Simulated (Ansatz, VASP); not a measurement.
# Ir: VASP beside Ansatz

Contents of INCAR:

```
SYSTEM = Ir
PREC     = Accurate       ! precision mode
ENCUT    = 500            ! plane-wave cutoff, eV
EDIFF    = 1E-6           ! SCF threshold, eV
ISMEAR   = 0              ! smearing method
SIGMA    = 0.1            ! smearing width, eV
LREAL    = .FALSE.        ! projectors in reciprocal space
LASPH    = .TRUE.         ! aspherical terms in the spheres
NELM     = 120            ! most SCF steps
ALGO     = Normal         ! electronic algorithm
ISIF     = 2              ! what is computed and relaxed
LWAVE    = .FALSE.        ! write WAVECAR
LCHARG   = .TRUE.         ! write CHGCAR
GGA      = PE             ! functional
LELF     = .TRUE.         ! ELF
LVHAR    = .TRUE.       
NBANDS   = 10             ! bands
GGA_COMPAT= .FALSE.
```

KPOINTS

```
regular mesh
0
G
  18 18 18
  0 0 0
```

File POSCAR:

```
Ir
1.0
    0.0000000000      1.9185000000      1.9185000000
    1.9185000000      0.0000000000      1.9185000000
    1.9185000000      1.9185000000      0.0000000000
Ir
1
Direct
    0.0000000000      0.0000000000      0.0000000000
```

Input for Ansatz:

```yaml
crystal:
  lattice:
    - [0.0, 1.9185, 1.9185]
    - [1.9185, 0.0, 1.9185]
    - [1.9185, 1.9185, 0.0]
  atoms:
    - { symbol: Ir, position: [0.0, 0.0, 0.0] }
basis:
  ecutwfc: 420
kpoints:
  mp_grid: { grid: [18, 18, 18] }
hamiltonian:
  xc: pbe
scf:
  occupations: { method: gaussian, width: 0.1 }
output:
  forces: true
  stress: true
  eigenvalues: true
  write_density: true
  write_potential: true
  elf: true
  volumetric_format: npy
```

Alike in both runs: task single point; functional PBE; k mesh 18 × 18 × 18; occupations gaussian, width 0.1 eV; no spin polarisation.

|  | VASP | Ansatz |
| --- | --- | --- |
| version | VASP 6.6.1 | Ansatz 0.2.0 |
| potentials or method | VASP PAW PBE potentials, release 64 (Ir), cutoff 500 eV | scalar-relativistic, plane waves, PAW |
| valence electrons in the cell | 9 | 17 |

|  | VASP | Ansatz | Ansatz less VASP |
| --- | --- | --- | --- |
| gap on the k mesh at the Fermi level (eV) | none | none | - |
| pressure (GPa) | 10.3 | 9.7 | -0.59 |

A gap of «none» marks a metal or a gap that the smearing closes. VASP's potentials hold 9 valence electrons a cell and Ansatz's 17, so a difference there can come from the potentials and not from the codes.

Spin-orbit coupling is off throughout.
